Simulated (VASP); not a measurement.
Input of a VASP 6.6.1 run:

File INCAR:

```
  PREC = Accurate
  ENCUT = 520
  EDIFF = 1E-6
  ISMEAR = -1
  SIGMA = 0.0388
  LREAL = Auto
  LASPH = T
  NELM = 100
  ALGO = Normal
  ISIF = 2
  LWAVE = F
  LCHARG = F
  GGA = PE
  IVDW = 12
  NBANDS = 46
```

The input KPOINTS:

```
Automatic mesh
0
Gamma
  3 3 2
  0 0 0.5
```

The input POSCAR:

```
BN
1.0
    2.5183372967     -4.3618881484      0.0000000000
   -5.0366745933      0.0000000000      0.0000000000
    0.0000000000      0.0000000000     -6.7122260769
B N
8 8
Direct
    0.4542131601      0.4461239058      0.5059452648
   -0.0530208460      0.4381137961      0.5013889523
    0.4496254680     -0.0550802736      0.5022311468
   -0.0584368492     -0.0586197681      0.5043748469
    0.2190294587      0.3958872105     -0.0062709449
    0.7145715099      0.3919238871     -0.0006584999
    0.2214832126      0.8879051747     -0.0028485334
    0.7209453551      0.8848373057     -0.0037586636
    0.5480314760      0.5527706931      0.0004123818
    0.0474331283      0.5577377621     -0.0049053771
    0.5531778711      0.0593839167      0.0027296458
    0.0625330111      0.0580037897      0.0047724853
    0.2794122542      0.1098181529      0.4947893533
    0.7752472977      0.1121617396      0.4918238692
    0.2808153163      0.6113503319      0.5071207318
    0.7853369650      0.6071707260      0.5029455148
```

Potentials or basis: VASP PAW PBE potentials, release 64 (B, N).

The run is started by

```console
$ cat potpaw_PBE.64/B/POTCAR potpaw_PBE.64/N/POTCAR > POTCAR
$ mpirun -np 1 vasp_std > vasp.out
```

Q: Predict the pressure.

A: -3.3 GPa.

Q: What does it give for the largest force?

A: 2.257 eV/Å.

Q: Estimate the dispersion energy per atom.

A: -0.138 eV.

Q: Predict the band gap on the k mesh.

A: 3.86 eV.

Forces on the atoms (eV/Å):
```
B    0.052  1.151  0.492
B   -0.900 -0.775  0.063
B   -0.360  1.478  0.356
B    0.061 -0.976  0.732
B    1.067  0.793 -0.636
B    0.993 -0.321 -0.037
B   -0.564 -0.246 -0.336
B   -1.332 -0.619 -0.623
N   -1.101 -0.439  0.363
N    0.592 -0.376  0.093
N    1.350 -0.511  0.455
N   -1.031  1.882  0.698
N   -0.280  0.084 -0.699
N    1.697 -0.999 -0.645
N    0.797 -0.598 -0.017
N   -1.041  0.473 -0.260
```

Caveat: the k points lie up to 0.48 Å⁻¹ apart; forces of over 1 eV/Å act on the atoms, so gaps and moduli don't describe the material at rest. A k mesh can miss the band edges.
